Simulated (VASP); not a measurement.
Write the native input for VASP 6.6.1 that does the following.

| Quantity | Value |
| --- | --- |
| Task | single point |
| Functional | PBE |
| Potentials or basis | VASP PAW PBE potentials, release 64 (Ir, Rh_pv) |
| Cutoff | 520 eV |
| k mesh | 8 × 4 × 2 |
| Occupations | gaussian, width 0.2 eV |
| Spin | no spin polarisation |
| Dipole correction | no |
| Further INCAR settings | ALGO = Fast; EDIFF = 1e-07; NBANDS = 72 |

The structure of Ir5Rh lies in POSCAR:

```
Ir5Rh
1.0
    2.7397060563     -0.0000159502     -0.0001393048
   -0.0000330760      5.4795744872     -0.0001159726
    0.0002947823      0.0001285550     11.5421367422
Ir Rh
10 2
Direct
   -0.0000033383      0.5000038146      0.8329981211
    0.0000312689      0.9999976573      0.8330144846
    0.0000060682      0.4999919640      0.1669883139
   -0.0000312689      1.0000165812      0.1670053693
    0.4999782035      0.2500075586      0.3321094238
    0.5000025330      0.7499918996      0.3321065913
    0.0000379444      0.0000092175      0.5000053850
    0.9999891710      0.5000038685      0.4999974494
    0.5000135956      0.2499917461      0.6678902363
    0.4999832541      0.7499944815      0.6678901204
    0.5000092700      0.2499986362     -0.0000068389
    0.4999832988      0.7499925748      0.0000013439
```

These files were run (other wordings do the same):

INCAR

```
PREC = Accurate
ENCUT = 520
EDIFF = 1E-7
ISMEAR = 0
SIGMA = 0.2
LREAL = False
LASPH = True
NELM = 100
ALGO = Fast
ISIF = 2
LWAVE = False
LCHARG = False
GGA = PE
NBANDS = 72
```

KPOINTS

```
regular mesh
0
Gamma
  8 4 2
```

Potentials or basis: VASP PAW PBE potentials, release 64 (Ir, Rh_pv).

The run is started by

```console
$ cat potpaw_PBE.64/Ir/POTCAR potpaw_PBE.64/Rh_pv/POTCAR > POTCAR
$ mpirun -np 1 vasp_std > vasp.out
```

Results of the run:

| Quantity | Value |
| --- | --- |
| Pressure | 0.4 GPa |
| Largest force | 0.034 eV/Å |
| Band gap on the k mesh | zero (bands 60 and 61 overlap by 2.58 eV) |

Caveat: spin-orbit coupling is left out, which moves the levels of the heavy elements.

It took 15 min on 1 thread of Intel(R) Xeon(R) Platinum 8488C (Sapphire Rapids), with other jobs on the host, peak memory 0.48 GiB.
